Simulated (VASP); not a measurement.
**LiF: single point with r2SCAN**

The system is LiF.

```
Li F
1.0
     3.08105    0.00000    0.00000
    -1.54053    2.66827    0.00000
     0.00000    0.00000    4.78523
Li F
2 2
Direct
  0.33333 0.66667 0.38244
  0.66667 0.33333 0.88244
  0.33333 0.66667 0.99256
  0.66667 0.33333 0.49256
```

```
Program             : VASP 6.6.1
Task                : single point
Functional          : r2SCAN
Potentials or basis : VASP PAW PBE potentials, release 64 (Li_sv, F)
Cutoff              : 520 eV
k mesh              : 6 × 6 × 4
Occupations         : gaussian, width 0.01 eV
Spin                : no spin polarisation
```

The largest force is 0.003 eV/Å and the band gap on the k mesh is 8.68 eV.

Forces in eV/Å, atoms in the order of the input:
```
Li   0.000  0.000  0.003
Li   0.000  0.000  0.003
F    0.000  0.000 -0.003
F    0.000  0.000 -0.003
```

Levels at points of the mesh, in eV from the valence-band top:
```tsv
k point	band 6	band 7	band 8	band 9	band 10	band 11	band 12	band 13	band 14	band 15
(0.00, 0.00, 0.00)	-0.52	-0.52	-0.19	-0.19	0.00	8.68	13.10	16.53	19.93	19.93
(0.50, 0.00, 0.00)	-1.25	-1.05	-1.05	-0.55	-0.41	12.04	13.20	15.96	16.20	18.55
(0.00, 0.50, 0.00)	-1.25	-1.05	-1.05	-0.55	-0.41	12.04	13.20	15.96	16.20	18.55
(0.50, 0.50, 0.00)	-1.25	-1.05	-1.05	-0.55	-0.41	12.04	13.20	15.96	16.20	18.55
(0.00, 0.00, 0.50)	-1.15	-0.35	-0.35	-0.35	-0.35	10.41	10.41	19.04	19.04	20.23
(0.50, 0.00, 0.50)	-1.79	-0.74	-0.74	-0.57	-0.57	12.06	12.06	16.04	16.04	20.53
(0.00, 0.50, 0.50)	-1.79	-0.74	-0.74	-0.57	-0.57	12.06	12.06	16.04	16.04	20.53
(0.50, 0.50, 0.50)	-1.79	-0.74	-0.74	-0.57	-0.57	12.06	12.06	16.04	16.04	20.53
```

Wall time 2.6 min on 1 thread of Intel(R) Xeon(R) Platinum 8375C CPU @ 2.90GHz (Ice Lake) (shared host), peak memory 0.18 GiB.

Caveat: the PAW data sets were made with another functional, which shifts forces and pressure a little. A k mesh can miss the band edges.
